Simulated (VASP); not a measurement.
A run of VASP 6.6.1:

File INCAR:

```
SYSTEM = Ge
PREC = Accurate ; ENCUT = 520
EDIFF = 1E-6 ; ISMEAR = -1
SIGMA = 0.08 ; LREAL = .FALSE.
LASPH = .TRUE. ; NELM = 100
ALGO = Normal ; ISIF = 2
LWAVE = .FALSE. ; LCHARG = .TRUE.
GGA = PE ; LELF = .TRUE.
LVHAR = .TRUE. ; NBANDS = 13
```

Contents of KPOINTS:

```
Automatic mesh
0
G
  15 15 15
  0 0 0
```

The input POSCAR:

```
Ge
1.0
    2.5572968751      0.0000000000      0.0000000000
    0.0000000000      2.5572968751      0.0000000000
    0.0000000000      0.0000000000      2.5572968751
Ge
1
Direct
    0.0000000000      0.0000000000      0.0000000000
```

Potentials or basis: VASP PAW PBE potentials, release 64 (Ge_d).

Run with:

```bash
$ cat potpaw_PBE.64/Ge_d/POTCAR > POTCAR
$ mpirun -np 1 vasp_std > vasp.out
```

Hardware: 1 thread of Intel(R) Xeon(R) 6975P-C (Granite Rapids) (shared host).

**Question.** Estimate the wall time of this run.

**Answer.** Run time: 6.5 s on 1 thread of Intel(R) Xeon(R) 6975P-C (Granite Rapids), on a shared host, peak memory 0.13 GiB. Counts: scf iterations 10, k points 120.
